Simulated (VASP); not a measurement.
# Cu16H2O in VASP: single point with PBE+D3(BJ)

Aim: the single point of Cu16H2O with PBE+D3(BJ).

Program: VASP 6.6.1. These are calculated values, not measurements. Logs are shortened: lines on timing, memory, paths and dates and some standing lists are left out, and cuts for length are marked.

### 1 The cell of the first run

The cell holds a slab with vacuum, 19 atoms: a = 5.105 Å, b = 5.105 Å, c = 21.915 Å, α = 90.00°, β = 90.00°, γ = 90.00°.

### 2 Single point, PBE+D3(BJ)

Input file INCAR:

```
ALGO = Normal
EDIFF = 1E-6
ENCUT = 520
GGA = PE
GGA_COMPAT = F
ISIF = 2
ISMEAR = 1
IVDW = 12
KPAR = 4
LASPH = T
LCHARG = F
LREAL = F
LWAVE = F
NBANDS = 107
NELM = 120
NELMDL = -8
PREC = Accurate
SIGMA = 0.1
```

Input file KPOINTS:

```
k-points
0
Gamma
  6 6 1
```

Input file POSCAR:

```
Cu16H2O
1.0
    5.1053109602      0.0000000000      0.0000000000
    0.0000000000      5.1053109602      0.0000000000
    0.0000000000      0.0000000000     21.9150000000
Cu O H
16 1 2
Direct
    0.2500000000      0.2500000000      0.1140771200
    0.7500000000      0.2500000000      0.1140771200
    0.2500000000      0.7500000000      0.1140771200
    0.7500000000      0.7500000000      0.1140771200
    0.0000000000      0.0000000000      0.1964407900
    0.5000000000      0.0000000000      0.1964407900
    0.0000000000      0.5000000000      0.1964407900
    0.5000000000      0.5000000000      0.1964407900
    0.2485694157      0.2482341243      0.2776732897
    0.7515208668      0.2482241396      0.2776559491
    0.2484754535      0.7518608858      0.2776818220
    0.7516044481      0.7518703480      0.2776826018
   -0.0001620477      0.0035648332      0.3608099490
    0.5000055283      0.0003283028      0.3560705026
    0.0000976694      0.4987349403      0.3555891636
    0.5001925923      0.5008288079      0.3567305592
    0.0006333722     -0.0856247168      0.4640437416
    0.1557401409     -0.1980151101      0.4628906335
    0.8549895375      0.7900259850      0.4623581414
```

Potentials or basis: VASP PAW PBE potentials, release 64 (Cu, O, H).

On the command line:

```bash
$ cat potpaw_PBE.64/Cu/POTCAR potpaw_PBE.64/O/POTCAR potpaw_PBE.64/H/POTCAR > POTCAR
$ mpirun -np 4 vasp_std > vasp.out
```

OUTCAR:

```text
EDIFF = 1E-6
   ENCUT = 520
   GGA = PE
   ISIF = 2
   ISMEAR = 1
   IVDW = 12
   LASPH = T
   LREAL = F
   NELM = 120
   NELMDL = -8
   PREC = Accurate
 IVDW          = 12

 ion  position               nearest neighbor table
   1  0.250  0.250  0.114-   5 2.55   6 2.55   7 2.55   8 2.55   2 2.55   3 2.55   3 2.55   2 2.55

   2  0.750  0.250  0.114-   5 2.55   6 2.55   7 2.55   8 2.55   1 2.55   4 2.55   4 2.55   1 2.55

   3  0.250  0.750  0.114-   5 2.55   6 2.55   7 2.55   8 2.55   1 2.55   4 2.55   1 2.55   4 2.55
[... 23 lines left out ...]
  15  0.000  0.499  0.356-   9 2.48  10 2.48  11 2.49  12 2.49  13 2.53  16 2.55  16 2.55  13 2.58

  16  0.500  0.501  0.357-  12 2.51  11 2.51  10 2.51   9 2.51  14 2.55  15 2.55  15 2.55  14 2.56

  17  0.001  0.914  0.464-  18 0.98  19 0.98  13 2.31
  18  0.156  0.802  0.463-  17 0.98
  19  0.855  0.790  0.462-  17 0.98

  LATTYP: Found a simple tetragonal cell.
 ALAT       =     5.1053109602
 C/A-ratio  =     4.2925886730

  Lattice vectors:

 A1 = (   5.1053109602,   0.0000000000,   0.0000000000)
 A2 = (   0.0000000000,   5.1053109602,   0.0000000000)
 A3 = (   0.0000000000,   0.0000000000,  21.9150000000)

Analysis of symmetry for initial positions (statically):
=====================================================================
 Subroutine PRICEL returns:
 Original cell was already a primitive cell.

 Routine SETGRP: Setting up the symmetry group for a
 simple tetragonal supercell.

 Subroutine GETGRP returns: Found  1 space group operations
 (whereof  1 operations were pure point group operations)
 out of a pool of 16 trial point group operations.

The static configuration has the point symmetry C_1 .

Analysis of symmetry for dynamics (positions and initial velocities):
=====================================================================
 Subroutine PRICEL returns:
 Original cell was already a primitive cell.

 Routine SETGRP: Setting up the symmetry group for a
 simple tetragonal supercell.

 Subroutine GETGRP returns: Found  1 space group operations
 (whereof  1 operations were pure point group operations)
 out of a pool of 16 trial point group operations.

The dynamic configuration has the point symmetry C_1 .

 Subroutine INISYM returns: Found  1 space group operations
 (whereof  1 operations are pure point group operations),
 and found     1 'primitive' translations

----------------------------------------------------------------------------------------

                                     Primitive cell

  volume of cell :     571.1969

  direct lattice vectors                    reciprocal lattice vectors
     5.105310960  0.000000000  0.000000000     0.195874455  0.000000000  0.000000000
     0.000000000  5.105310960  0.000000000     0.000000000  0.195874455  0.000000000
     0.000000000  0.000000000 21.915000000     0.000000000  0.000000000  0.045630846

  length of vectors
     5.105310960  5.105310960 21.915000000     0.195874455  0.195874455  0.045630846

  position of ions in fractional coordinates (direct lattice)
     0.250000000  0.250000000  0.114077120
     0.750000000  0.250000000  0.114077120
     0.250000000  0.750000000  0.114077120
     0.750000000  0.750000000  0.114077120
     0.000000000  0.000000000  0.196440790
     0.500000000  0.000000000  0.196440790
[... 11 lines left out ...]
     0.155740141  0.801984890  0.462890634
     0.854989538  0.790025985  0.462358141

  ion indices of the primitive-cell ions
   primitive index   ion index
                 1           1
                 2           2
                 3           3
                 4           4
                 5           5
                 6           6
[... 11 lines left out ...]
                18          18
                19          19

----------------------------------------------------------------------------------------

 KPOINTS: k-points

Automatic generation of k-mesh.
 Grid dimensions read from file:
 generate k-points for:    6    6    1

 Generating k-lattice:

  Cartesian coordinates                     Fractional coordinates (reciprocal lattice)
     0.032645742  0.000000000  0.000000000     0.166666667  0.000000000  0.000000000
     0.000000000  0.032645742  0.000000000     0.000000000  0.166666667  0.000000000
     0.000000000  0.000000000  0.045630846     0.000000000  0.000000000  1.000000000

  Length of vectors
     0.032645742  0.032645742  0.045630846

  Shift w.r.t. Gamma in fractional coordinates (k-lattice)
     0.000000000  0.000000000  0.000000000

 Subroutine IBZKPT returns following result:
 ===========================================

 Found     20 irreducible k-points:

 Following reciprocal coordinates:
            Coordinates               Weight
  0.000000  0.000000  0.000000      1.000000
  0.166667  0.000000  0.000000      2.000000
  0.000000  0.166667  0.000000      2.000000
  0.333333  0.000000  0.000000      2.000000
  0.000000  0.333333  0.000000      2.000000
  0.500000  0.000000  0.000000      1.000000
[... 12 lines left out ...]
 -0.333333  0.500000  0.000000      2.000000
  0.500000  0.500000  0.000000      1.000000
   k-points           NKPTS =     20   k-points in BZ     NKDIM =     20   number of bands    NBANDS=    107
   number of dos      NEDOS =    301   number of ions     NIONS =     19
   total plane-waves  NPLWV = 268800
   dimension x,y,z NGX =    40 NGY =   40 NGZ =  168
   dimension x,y,z NGXF=    80 NGYF=   80 NGZF=  336
   ions per type =              16   1   2
   NGX,Y,Z   is equivalent  to a cutoff of  13.03, 13.03, 12.74 a.u.
   NGXF,Y,Z  is equivalent  to a cutoff of  26.05, 26.05, 25.49 a.u.
 SYSTEM =  unknown system
   PREC   = accura    normal or accurate (medium, high low for compatibility)
   ISTART =      0    job   : 0-new  1-cont  2-samecut
   ICHARG =      2    charge: 1-file 2-atom 10-const
   ISPIN  =      1    spin polarized calculation?
   LNONCOLLINEAR =      F non collinear calculations
   LSORBIT =      F    spin-orbit coupling
   LASPH  =      T    aspherical Exc in radial PAW
   ENCUT  =  520.0 eV  38.22 Ry    6.18 a.u.   9.49  9.49 40.75*2*pi/ulx,y,z
   NELM   =    120;   NELMIN=  2; NELMDL= -8     # of ELM steps
   EDIFF  = 0.1E-05   stopping-criterion for ELM
   LREAL  =      F    real-space projection
   EDIFFG = 0.1E-04   stopping-criterion for IOM
   NSW    =      0    number of steps for IOM
   IBRION =     -1    ionic relax: 0-MD 1-quasi-New 2-CG
   NFREE  =      0    steps in history (QN), initial steepest desc. (CG)
   ISIF   =      2    stress and relaxation
   ISYM   =      2    0-nonsym 1-usesym 2-fastsym
   POTIM  = 0.5000    time-step for ionic-motion
   TEBEG  =    0.0;   TEEND  =   0.0 temperature during run
   PSTRESS=    0.0 pullay stress
   NELECT =     184.0000    total number of electrons
   NUPDOWN=      -1.0000    fix difference up-down
   EMIN   =  10.00;   EMAX   =-10.00  energy-range for DOS
   EFERMI =   0.00;   METHOD = LEGACY
   ISMEAR =     1;   SIGMA  =   0.10  broadening in eV -4-tet -1-fermi 0-gaus
   EFERMI_NEDOS =   21; number of points for ismear=-14 and -15
   IALGO  =     38    algorithm
   IMIX   =      4    mixing-type and parameters
     AMIX     =   0.40;   BMIX     =  1.00
     AMIX_MAG =   1.60;   BMIX_MAG =  1.00
  volume/ion in A,a.u.               =      30.06       202.88
  Fermi-wavevector in a.u.,A,eV,Ry     =   1.122239  2.120725 17.135464  1.259421
  Thomas-Fermi vector in A             =   2.258898
   LORBIT       =      0    0 simple, 1 ext, 2 COOP (PROOUT), +10 PAW based schemes
   GGA     = PE    functional components
   LHFCALC =     F    Hartree Fock is set to
   AEXX    =    0.0000 exact exchange contribution
   IVDW    =    12    specifies the selected vdW correction
   LEPSILON=     F    determine dielectric tensor
   LRPA    =     F    only Hartree local field effects (RPA)
 non-spin polarized calculation
 Methfessel and Paxton  Order N= 1 SIGMA  =   0.10
  energy-cutoff  :      520.00
  volume of cell :      571.20
 maximum number of plane-waves:     15437
 NGX is ok and might be reduce to    40
   NGX = 19   NGY = 19   NGZ = 81

 number of electron     183.9999770 magnetization

 Free energy of the ion-electron system (eV)
  ---------------------------------------------------
  ext. energy  EPLUGINS =         0.00000000
  ---------------------------------------------------
  free energy    TOTEN  =       -69.26467931 eV

  energy without entropy =      -69.26470504  energy(sigma->0) =      -69.26468789

 E-fermi :  -0.1731     XC(G=0):  -5.4067

 val. band max:       -0.1765083371   @ k =   0.0000   0.0000   0.0000
 cond. band min:      -0.1379968650   @ k =   0.0000   0.0000   0.0000
 fundamental gap:      0.0385114722
 Fermi energy:        -0.1730788689

 k-point     1 :       0.0000    0.0000    0.0000
  band No.  band energies     occupation
      1     -22.2364      2.00000
      2      -9.8568      2.00000
      3      -8.9475      2.00000
      4      -7.2657      2.00000
      5      -6.4281      2.00000
      6      -5.4270      2.00000
[... 2129 lines left out ...]
    103       4.8718      0.00000
    104       5.2651      0.00000
 [bands above 104 left out]

------------------------ aborting loop because EDIFF is reached ----------------------------------------

 Edisp (eV)   -6.78535

 E8    (eV) :    -3.0022

  FORCE on cell =-STRESS in cart. coord.  units (eV):
  Direction    XX          YY          ZZ          XY          YZ          ZX
  --------------------------------------------------------------------------------------
  -------------------------------------------------------------------------------------
  Total      -7.98846    -8.26452    -1.50029     0.00275    -0.01634    -0.00345
  in kB     -22.40721   -23.18156    -4.20824     0.00772    -0.04584    -0.00967
  external pressure =      -16.60 kB  Pullay stress =        0.00 kB

 VOLUME and BASIS-vectors are now :
 -----------------------------------------------------------------------------
  energy-cutoff  :      520.00
  volume of cell :      571.20
      direct lattice vectors                 reciprocal lattice vectors
     5.105310960  0.000000000  0.000000000     0.195874455  0.000000000  0.000000000
     0.000000000  5.105310960  0.000000000     0.000000000  0.195874455  0.000000000
     0.000000000  0.000000000 21.915000000     0.000000000  0.000000000  0.045630846

 POSITION                                       TOTAL-FORCE (eV/Angst)
 -----------------------------------------------------------------------------------
      1.27633      1.27633      2.50000        -0.010171     -0.008784      0.223192
      3.82898      1.27633      2.50000         0.010160     -0.008771      0.223059
      1.27633      3.82898      2.50000        -0.007806      0.008692      0.222576
      3.82898      3.82898      2.50000         0.007806      0.008665      0.222443
      0.00000      0.00000      4.30500         0.000919     -0.003218     -0.304142
      2.55266      0.00000      4.30500        -0.000016      0.003978     -0.252406
[... 11 lines left out ...]
      0.79510      4.09438     10.14425         0.091894     -0.020223      0.004861
      4.36499      4.03333     10.13258        -0.092925     -0.027348      0.002769
 -----------------------------------------------------------------------------------
    total drift:                                0.000118      0.001329     -0.001593

  FREE ENERGIE OF THE ION-ELECTRON SYSTEM (eV)
  ---------------------------------------------------
  free  energy   TOTEN  =       -76.0500314830 eV

  energy  without entropy=      -76.0500572098  energy(sigma->0) =      -76.05004006
```

Run time: 18 min. Hardware: 4 MPI ranks of Intel Xeon Platinum 8375C at 2.90GHz (Ice Lake), shared host; peak memory 1.1 GiB.

What came out:

* Free energy: -76.0500 eV
* Largest force: 0.304 eV/Å
* Band gap on the k mesh: zero (bands 92 and 93 overlap by 1.05 eV)
* Dispersion energy per atom: -0.357 eV

Forces in eV/Å, atoms in the order of the input:
```
Cu  -0.010 -0.009  0.223
Cu   0.010 -0.009  0.223
Cu  -0.008  0.009  0.223
Cu   0.008  0.009  0.222
Cu   0.001 -0.003 -0.304
Cu   0.000  0.004 -0.252
Cu   0.001  0.005 -0.244
Cu   0.000 -0.005 -0.177
Cu  -0.002 -0.003 -0.004
Cu   0.002 -0.002 -0.004
Cu  -0.002  0.003 -0.004
Cu   0.002  0.002 -0.004
Cu   0.001  0.004  0.019
Cu  -0.001  0.000  0.026
Cu   0.000  0.000  0.026
Cu  -0.001  0.000  0.027
O    0.001  0.042 -0.004
H    0.092 -0.020  0.005
H   -0.093 -0.027  0.003
```

Levels at points of the mesh, in eV from the Fermi level:
```tsv
k point	band 89	band 90	band 91	band 92	band 93	band 94	band 95	band 96
(0.00, 0.00, 0.00)	-0.33	-0.26	-0.26	-0.18	-0.03	0.00	0.04	0.04
(0.50, 0.00, 0.00)	-0.99	-0.74	0.77	0.78	0.79	0.80	1.26	1.51
(0.00, 0.50, 0.00)	-0.98	-0.75	0.77	0.77	0.79	0.80	1.21	1.52
(0.50, 0.50, 0.00)	-1.10	-1.08	-1.07	-0.93	0.37	0.39	0.40	0.67
```

With open d or f shells a metallic result of PBE can be an artefact of self-interaction; +U or a hybrid may open a gap.
